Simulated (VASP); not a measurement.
A run of VASP 6.6.1 is set up as follows.

Contents of INCAR:

```
PREC = Accurate
ENCUT = 520
EDIFF = 1E-6
ISMEAR = 0
SIGMA = 0.15
LREAL = F
LASPH = T
NELM = 150
ALGO = Fast
ISIF = 2
LWAVE = F
LCHARG = F
ISPIN = 2
MAGMOM = 0.5 0.5
LORBIT = 11
NUPDOWN = 1.0
LMAXMIX = 4
GGA = PS
NBANDS = 20
```

File KPOINTS:

```
Automatic mesh
0
Gamma
  21 21 12
```

Contents of POSCAR:

```
Ir
1.0
    2.5448121180      0.0000000000      0.0000000000
   -1.2724060590      2.2038719420      0.0000000000
    0.0000000000      0.0000000000      4.1259244814
Ir
2
Direct
    0.6666666667      0.3333333333      0.7500000000
    0.3333333333      0.6666666667      0.2500000000
```

Potentials or basis: VASP PAW PBE potentials, release 64 (Ir).

Command:

```console
$ cat potpaw_PBE.64/Ir/POTCAR > POTCAR
$ mpirun -np 1 vasp_std > vasp.out
```

(1) Estimate the pressure.

Answers

(1) 132.0 GPa.

Caveat: the PAW data sets were made with another functional, which shifts forces and pressure a little; the total moment is fixed, so each spin has its own Fermi level.
